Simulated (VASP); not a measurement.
Si3C, 4 atoms in the cell. The structure is tetragonal, space group P-4m2 (No. 115). Conventional cell: a = 3.397 Å, b = 3.397 Å, c = 4.950 Å, α = 90.00°, β = 90.00°, γ = 90.00°. Within 2.6 Å of C (site symmetry -4m2) lie 4 Si at 1.97 Å. Within 2.6 Å of Si (site symmetry 2mm) lie 2 C at 1.97 Å and 2 Si at 2.25 Å. Within 3.0 Å of Si (site symmetry -4m2) lie 4 Si at 2.25 Å.  This cell differs from its parent crystal: volume changed by -3%.

* Program: VASP 6.6.1
* Task: single point
* Functional: r2SCAN
* Potentials or basis: VASP PAW PBE potentials, release 64 (C, Si)
* Cutoff: 520 eV
* k mesh: 6 × 6 × 4
* Occupations: fermi-dirac, width 0.02 eV
* Spin: no spin polarisation
* Dipole correction: no
* Further INCAR settings: ALGO = Normal; EDIFF = 1e-06; NBANDS = 16

Potentials or basis: VASP PAW PBE potentials, release 64 (C, Si).

The run is started by

```sh
$ cat potpaw_PBE.64/C/POTCAR potpaw_PBE.64/Si/POTCAR > POTCAR
$ cp INCAR.step1 INCAR
$ mpirun -np 1 vasp_std > vasp.out
$ cp INCAR.step2 INCAR
$ mpirun -np 1 vasp_std > vasp.out
```

Hardware: 1 thread of Intel(R) Xeon(R) 6975P-C (Granite Rapids) (shared host).

Estimate the wall time of this run.

It took 38 s on 1 thread of Intel(R) Xeon(R) 6975P-C (Granite Rapids), with other jobs on the host, peak memory 0.18 GiB. Counts: k points 30.
